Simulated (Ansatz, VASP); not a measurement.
Two plane-wave programs on W4N

```xyz
5
Lattice="4.1194 0.0000 0.0000 0.0000 4.1194 0.0000 0.0000 0.0000 4.1973" Properties=species:S:1:pos:R:3 pbc="T T T"
W     0.0000    0.0000    0.0000
W     0.0000    2.0597    2.3109
W     2.0597    0.0000    1.8863
W     2.0597    2.0597    0.0000
N     2.0597    2.0597    2.0986
```

Alike in both runs: functional PBE; k mesh 4 × 4 × 4; occupations gaussian, width 0.1 eV; no spin polarisation.

Ansatz relaxed the structure, and its values are those at the end. VASP's run is a single point on that final structure, the one shown.

|  | VASP | Ansatz |
| --- | --- | --- |
| version | VASP 6.6.1 | Ansatz 0.2.0 |
| potentials or method | VASP PAW PBE potentials, release 64 (W_sv, N), cutoff 520 eV | scalar-relativistic, plane waves, PAW |
| valence electrons in the cell | 61 | 61 |

VASP gave:

```
gap on the k mesh at the Fermi level (eV) : none
pressure (GPa)                            : 0.7
```

Which values does Ansatz return?

gap on the k mesh at the Fermi level (eV): none; pressure (GPa): -0.2.

A gap of «none» marks a metal or a gap that the smearing closes.

The k mesh is coarse, so the values compare programs but aren't converged. Neither program's run includes spin-orbit coupling.
